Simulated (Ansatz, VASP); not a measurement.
**Ca5SiN2: VASP beside Ansatz**

```
CELL_PARAMETERS angstrom
0.00051 0.00858 4.86408
-4.89352 0.00053 -0.00043
2.44754 -7.33109 -0.01250
ATOMIC_POSITIONS crystal
Ca 0.00010 0.00003 0.99998
Ca 0.99980 0.33023 0.66052
Ca 0.00026 0.66971 0.33950
Ca 0.50093 0.13864 0.27709
Ca 0.49915 0.86139 0.72284
Si 0.49989 0.50009 0.00005
N 0.99792 0.83495 0.66998
N 0.00196 0.16496 0.33004
```

Change from the starting cell: cell x1, atoms moved at random (sigma 0.15 Å) and cell strained at random (1.5 %), then relaxed without symmetry.

Alike in both runs: functional PBE; k mesh 4 × 6 × 6; occupations gaussian, width 0.2 eV; no spin polarisation.

Ansatz relaxed the structure, and its values are those at the end. VASP's run is a single point on that final structure, the one shown.

|  | VASP | Ansatz |
| --- | --- | --- |
| version | VASP 6.6.1 | Ansatz 0.2.0 |
| potentials or method | VASP PAW PBE potentials, release 64 (Ca_sv, Si, N), cutoff 520 eV | scalar-relativistic, plane waves, PAW |
| valence electrons in the cell | 64 | 64 |

```tsv
	VASP	Ansatz	Ansatz less VASP
gap on the k mesh at the Fermi level (eV)	none	none	-
pressure (GPa)	0.2	0.0	-0.22
rms of the force components (eV/Å)	0.007	0.004	-0.0022
```

A gap of «none» marks a metal or a gap that the smearing closes.
